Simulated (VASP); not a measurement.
# P in VASP: single point with PBEsol

Aim: the single point of P with PBEsol.

Everything below comes from runs of VASP 6.6.1. Logs are shortened: lines on timing, memory, paths and dates and some standing lists are left out, and cuts for length are marked.

### 1 The cell of the first run

The cell holds a slab with vacuum, 4 atoms: a = 3.343 Å, b = 35.519 Å, c = 4.610 Å, α = 90.53°, β = 95.93°, γ = 85.47°.

### 2 Single point, PBEsol (atoms moved at random and the cell strained at random)

The input, INCAR:

```
SYSTEM = P
PREC = Accurate ; ENCUT = 520
EDIFF = 1E-6 ; ISMEAR = 0
SIGMA = 0.05 ; LREAL = .FALSE.
LASPH = .TRUE. ; NELM = 60
ALGO = Normal ; ISIF = 2
LWAVE = .FALSE. ; LCHARG = .FALSE.
GGA = PS ; NBANDS = 18
```

The input, KPOINTS:

```
Automatic mesh
0
G
  8 1 6
  0 0 0
```

The input, POSCAR:

```
P
1.0
    3.3356194204      0.1319497986     -0.1746748417
    1.4010966790     35.4908059949     -0.1293173937
   -0.2359713609     -0.0164522958      4.6043957939
P
4
Direct
   -0.0733861971      0.9632332255      0.5784734831
    0.0777146777      0.0283781774      0.4032948621
    0.4661275515      0.0336297190      0.0357444538
    0.5295439679      0.9747588780      0.9824872009
```

Potentials or basis: VASP PAW PBE potentials, release 64 (P).

The run is started by

```console
$ cat potpaw_PBE.64/P/POTCAR > POTCAR
$ mpirun -np 1 vasp_std > vasp.out
```

OUTCAR:

```text
SYSTEM = P
   PREC = Accurate
   ENCUT = 520
   EDIFF = 1E-6
   ISMEAR = 0
   LREAL = .FALSE.
   LASPH = .TRUE.
   NELM = 60
   ISIF = 2
   GGA = PS

 ion  position               nearest neighbor table
   1  0.927  0.963  0.578-   4 2.41   2 2.56   4 2.65   4 2.94
   2  0.078  0.028  0.403-   3 2.26   3 2.51   1 2.56
   3  0.466  0.034  0.036-   4 2.10   2 2.26   2 2.51
   4  0.530  0.975  0.982-   3 2.10   1 2.41   1 2.65   1 2.94

  LATTYP: Found a triclinic cell.
 ALAT       =     3.3427950831
 B/A-ratio  =     1.3792253891
 C/A-ratio  =    10.5934598976
 COS(alpha) =     0.0005120592
 COS(beta)  =     0.0151651232
 COS(gamma) =     0.1033979512

  Lattice vectors:

 A1 = (  -3.3356194204,  -0.1319497986,   0.1746748417)
 A2 = (  -0.2359713609,  -0.0164522958,   4.6043957939)
 A3 = (  -1.9345227414,  35.3588561963,   0.0453574480)

Analysis of symmetry for initial positions (statically):
=====================================================================
 Subroutine PRICEL returns:
 Original cell was already a primitive cell.

 Routine SETGRP: Setting up the symmetry group for a
 triclinic supercell.

 Subroutine GETGRP returns: Found  1 space group operations
 (whereof  1 operations were pure point group operations)
 out of a pool of  2 trial point group operations.

The static configuration has the point symmetry C_1 .

Analysis of symmetry for dynamics (positions and initial velocities):
=====================================================================
 Subroutine PRICEL returns:
 Original cell was already a primitive cell.

 Routine SETGRP: Setting up the symmetry group for a
 triclinic supercell.

 Subroutine GETGRP returns: Found  1 space group operations
 (whereof  1 operations were pure point group operations)
 out of a pool of  2 trial point group operations.

The dynamic configuration has the point symmetry C_1 .

 Subroutine INISYM returns: Found  1 space group operations
 (whereof  1 operations are pure point group operations),
 and found     1 'primitive' translations

----------------------------------------------------------------------------------------

                                     Primitive cell

  volume of cell :     542.7728

  direct lattice vectors                    reciprocal lattice vectors
     3.335619420  0.131949799 -0.174674842     0.301068114 -0.011829421  0.015387216
     1.401096679 35.490805995 -0.129317394    -0.001114049  0.028220451  0.000043742
    -0.235971361 -0.016452296  4.604395794     0.011390194  0.000343822  0.217768728

  length of vectors
     3.342795083 35.518686702  4.610467849     0.301693074  0.028242466  0.218066673

  position of ions in fractional coordinates (direct lattice)
     0.926613803  0.963233225  0.578473483
     0.077714678  0.028378177  0.403294862
     0.466127552  0.033629719  0.035744454
     0.529543968  0.974758878  0.982487201

  ion indices of the primitive-cell ions
   primitive index   ion index
                 1           1
                 2           2
                 3           3
                 4           4

----------------------------------------------------------------------------------------

 KPOINTS: Automatic mesh

Automatic generation of k-mesh.
 Grid dimensions read from file:
 generate k-points for:    8    1    6

 Generating k-lattice:

  Cartesian coordinates                     Fractional coordinates (reciprocal lattice)
     0.037633514 -0.001478678  0.001923402     0.125000000 -0.000000000  0.000000000
    -0.001114049  0.028220451  0.000043742    -0.000000000  1.000000000  0.000000000
     0.001898366  0.000057304  0.036294788    -0.000000000  0.000000000  0.166666667

  Length of vectors
     0.037711634  0.028242466  0.036344445

  Shift w.r.t. Gamma in fractional coordinates (k-lattice)
     0.000000000  0.000000000  0.000000000

 Subroutine IBZKPT returns following result:
 ===========================================

 Found     26 irreducible k-points:

 Following reciprocal coordinates:
            Coordinates               Weight
  0.000000  0.000000  0.000000      1.000000
  0.125000 -0.000000 -0.000000      2.000000
  0.250000 -0.000000 -0.000000      2.000000
  0.375000  0.000000 -0.000000      2.000000
  0.500000 -0.000000 -0.000000      1.000000
  0.000000  0.000000  0.166667      2.000000
[... 16 lines left out ...]
  0.125000 -0.000000  0.500000      2.000000
  0.250000 -0.000000  0.500000      2.000000
 [... further k-points ...]
   k-points           NKPTS =     26   k-points in BZ     NKDIM =     26   number of bands    NBANDS=     18
   number of dos      NEDOS =    301   number of ions     NIONS =      4
   total plane-waves  NPLWV = 272160
   dimension x,y,z NGX =    28 NGY =  270 NGZ =   36
   dimension x,y,z NGXF=    56 NGYF=  540 NGZF=   72
   ions per type =               4
   NGX,Y,Z   is equivalent  to a cutoff of  13.93, 12.64, 12.98 a.u.
   NGXF,Y,Z  is equivalent  to a cutoff of  27.85, 25.27, 25.96 a.u.
 SYSTEM =  P
   PREC   = accura    normal or accurate (medium, high low for compatibility)
   ISTART =      0    job   : 0-new  1-cont  2-samecut
   ICHARG =      2    charge: 1-file 2-atom 10-const
   ISPIN  =      1    spin polarized calculation?
   LNONCOLLINEAR =      F non collinear calculations
   LSORBIT =      F    spin-orbit coupling
   LASPH  =      T    aspherical Exc in radial PAW
   ENCUT  =  520.0 eV  38.22 Ry    6.18 a.u.   6.22 66.04  8.57*2*pi/ulx,y,z
   NELM   =     60;   NELMIN=  2; NELMDL= -5     # of ELM steps
   EDIFF  = 0.1E-05   stopping-criterion for ELM
   LREAL  =      F    real-space projection
   EDIFFG = 0.1E-04   stopping-criterion for IOM
   NSW    =      0    number of steps for IOM
   IBRION =     -1    ionic relax: 0-MD 1-quasi-New 2-CG
   NFREE  =      0    steps in history (QN), initial steepest desc. (CG)
   ISIF   =      2    stress and relaxation
   ISYM   =      2    0-nonsym 1-usesym 2-fastsym
   POTIM  = 0.5000    time-step for ionic-motion
   TEBEG  =    0.0;   TEEND  =   0.0 temperature during run
   PSTRESS=    0.0 pullay stress
   NELECT =      20.0000    total number of electrons
   NUPDOWN=      -1.0000    fix difference up-down
   EMIN   =  10.00;   EMAX   =-10.00  energy-range for DOS
   EFERMI =   0.00;   METHOD = LEGACY
   ISMEAR =     0;   SIGMA  =   0.05  broadening in eV -4-tet -1-fermi 0-gaus
   EFERMI_NEDOS =   21; number of points for ismear=-14 and -15
   IALGO  =     38    algorithm
   IMIX   =      4    mixing-type and parameters
     AMIX     =   0.40;   BMIX     =  1.00
     AMIX_MAG =   1.60;   BMIX_MAG =  1.00
  volume/ion in A,a.u.               =     135.69       915.70
  Fermi-wavevector in a.u.,A,eV,Ry     =   0.544769  1.029464  4.037841  0.296773
  Thomas-Fermi vector in A             =   1.573838
   LORBIT       =      0    0 simple, 1 ext, 2 COOP (PROOUT), +10 PAW based schemes
   GGA     = PS    functional components
   LHFCALC =     F    Hartree Fock is set to
   AEXX    =    0.0000 exact exchange contribution
   IVDW    =     0    specifies the selected vdW correction
   LEPSILON=     F    determine dielectric tensor
   LRPA    =     F    only Hartree local field effects (RPA)
 non-spin polarized calculation
 Gauss-broadening in eV      SIGMA  =   0.05
  energy-cutoff  :      520.00
  volume of cell :      542.77
 maximum number of plane-waves:     14700
 NGX is ok and might be reduce to    28
   NGX = 13   NGY =131   NGZ = 17

 number of electron      20.0000000 magnetization

 Free energy of the ion-electron system (eV)
  ---------------------------------------------------
  ext. energy  EPLUGINS =         0.00000000
  ---------------------------------------------------
  free energy    TOTEN  =       -21.13303327 eV

  energy without entropy =      -21.13143874  energy(sigma->0) =      -21.13223600

 E-fermi :  -3.2955     XC(G=0):  -1.7855

 val. band max:       -3.4137980046   @ k =   0.5000  -0.0000   0.1667
 cond. band min:      -3.2878964741   @ k =   0.0000   0.0000   0.5000
 fundamental gap:      0.1259015305
 Fermi energy:        -3.2955233550

 k-point     1 :       0.0000    0.0000    0.0000
  band No.  band energies     occupation
      1     -17.6993      2.00000
      2     -14.6565      2.00000
      3     -12.3301      2.00000
      4      -9.1329      2.00000
      5      -8.1755      2.00000
      6      -7.9308      2.00000
[... 10 lines left out ...]
     17       1.5222      0.00000
     18       1.5720      0.00000

 k-point     2 :       0.1250   -0.0000   -0.0000
  band No.  band energies     occupation
      1     -17.5316      2.00000
      2     -14.4886      2.00000
      3     -12.3783      2.00000
      4      -9.1181      2.00000
      5      -8.1053      2.00000
      6      -7.8499      2.00000
[... 10 lines left out ...]
     17       1.6378      0.00000
     18       1.7558      0.00000

 k-point     3 :       0.2500   -0.0000   -0.0000
  band No.  band energies     occupation
      1     -17.0444      2.00000
      2     -14.0228      2.00000
      3     -12.6413      2.00000
      4      -9.4746      2.00000
      5      -8.0295      2.00000
      6      -7.5024      2.00000
[... 10 lines left out ...]
     17       2.0858      0.00000
     18       2.3316      0.00000

 k-point     4 :       0.3750    0.0000   -0.0000
  band No.  band energies     occupation
      1     -16.3148      2.00000
      2     -13.8014      2.00000
      3     -12.7772      2.00000
      4     -10.5206      2.00000
      5      -7.9523      2.00000
      6      -7.4894      2.00000
[... 375 lines left out ...]
      4     -11.7858      2.00000
      5      -7.0738      2.00000
      6      -6.0380      2.00000
[... 10 lines left out ...]
     17       2.3080      0.00000
     18       2.6859      0.00000

 k-point    23 :       0.1250   -0.0000    0.5000
  band No.  band energies     occupation
      1     -16.8532      2.00000
      2     -15.2774      2.00000
      3     -12.1900      2.00000
      4     -11.6800      2.00000
      5      -7.0532      2.00000
      6      -6.6633      2.00000
[... 10 lines left out ...]
     17       2.7434      0.00000
     18       2.8423      0.00000

 k-point    24 :       0.2500   -0.0000    0.5000
  band No.  band energies     occupation
      1     -16.4248      2.00000
      2     -14.8143      2.00000
      3     -12.0934      2.00000
      4     -11.4150      2.00000
      5      -8.1795      2.00000
      6      -7.2794      2.00000
[... 10 lines left out ...]
     17       2.8259      0.00000
     18       3.1911      0.00000

 [... further k-points ...]
[... 5 lines left out ...]
  --------------------------------------------------------------------------------------
  -------------------------------------------------------------------------------------
  Total       -3.2887872     -0.8929399     -7.4590166     -2.0162432      1.4550533     -0.6290011
  in kB       -9.7079663     -2.6358136    -22.0178071     -5.9516228      4.2950812     -1.8567092
  external PRESSURE =     -11.4538623 kB  Pullay stress =       0.0000000 kB

 VOLUME and BASIS-vectors are now :
 -----------------------------------------------------------------------------
  energy-cutoff  :      520.00
  volume of cell :      542.77
      direct lattice vectors                 reciprocal lattice vectors
     3.335619420  0.131949799 -0.174674842     0.301068114 -0.011829421  0.015387216
     1.401096679 35.490805995 -0.129317394    -0.001114049  0.028220451  0.000043742
    -0.235971361 -0.016452296  4.604395794     0.011390194  0.000343822  0.217768728

 POSITION                                       TOTAL-FORCE (eV/Angst)
 -----------------------------------------------------------------------------------
      4.30391     34.29867      2.37710         0.827072      1.528680      1.228992
      0.20382      1.01078      1.83968        -1.437342     -0.700596     -0.393185
      1.59351      1.25446      0.07881         0.566224      0.556037      1.302690
      2.90025     34.64869      4.30521         0.044046     -1.384122     -2.138497
 -----------------------------------------------------------------------------------
    total drift:                                0.000037     -0.000282     -0.000068

  FREE ENERGIE OF THE ION-ELECTRON SYSTEM (eV)
  ---------------------------------------------------
  free  energy   TOTEN  =       -21.1330332680 eV

  energy  without entropy=      -21.1314387416  energy(sigma->0) =      -21.13223600
```

Run time: 13 min. Hardware: 1 thread of Oxide Virtual Turin-like, shared host; peak memory 0.63 GiB.

What came out:

| Item | Value |
| --- | --- |
| Free energy | -21.1330 eV |
| Largest force | 2.548 eV/Å |
| Band gap on the k mesh | zero (band 10 reaches -3.00 eV, above the bottom of band 11 at -3.45 eV) |

Forces in eV/Å, atoms in the order of the input:
```
P    0.827  1.529  1.229
P   -1.437 -0.701 -0.393
P    0.566  0.556  1.303
P    0.044 -1.384 -2.138
```

Caveat: the cell differs from its parent crystal (atoms moved at random and the cell strained at random); the PAW data sets were made with another functional, which shifts forces and pressure a little.
